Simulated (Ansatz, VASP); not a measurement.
One calculation of Mg2SbCl, two programs

```xyz
4
Lattice="2.1089 1.2176 6.3586 -2.1089 1.2176 6.3586 0.0000 -2.4352 6.3586" Properties=species:S:1:pos:R:3 pbc="T T T"
Mg    0.0000    0.0000    4.5518
Mg    0.0000    0.0000   14.5240
Sb    0.0000    0.0000    9.5379
Cl    0.0000    0.0000    0.0000
```

Alike in both runs: task relaxation of cell and atoms; functional PBEsol; k mesh 12 × 12 × 12; occupations gaussian, width 0.1 eV; no spin polarisation.

|  | VASP | Ansatz |
| --- | --- | --- |
| version | VASP 6.6.1 | Ansatz 0.2.0 |
| potentials or method | VASP PAW PBE potentials, release 64 (Mg, Sb, Cl), cutoff 600 eV | scalar-relativistic, plane waves, PAW |
| valence electrons in the cell | 16 | 42 |

```csv
,VASP,Ansatz,Ansatz less VASP
"gap on the k mesh at the Fermi level, each at its own relaxed structure (eV)",none,none,-
relaxed volume (Å³/atom),24.65,24.63,-0.023
relaxed cell length with the largest relative difference (Å),6.761,6.768,+0.0076
```

VASP's potentials were made for PBE, not for PBEsol. A gap of «none» marks a metal or a gap that the smearing closes. VASP's potentials hold 16 valence electrons a cell and Ansatz's 42, so a difference there can come from the potentials and not from the codes.

Spin-orbit coupling is off throughout.
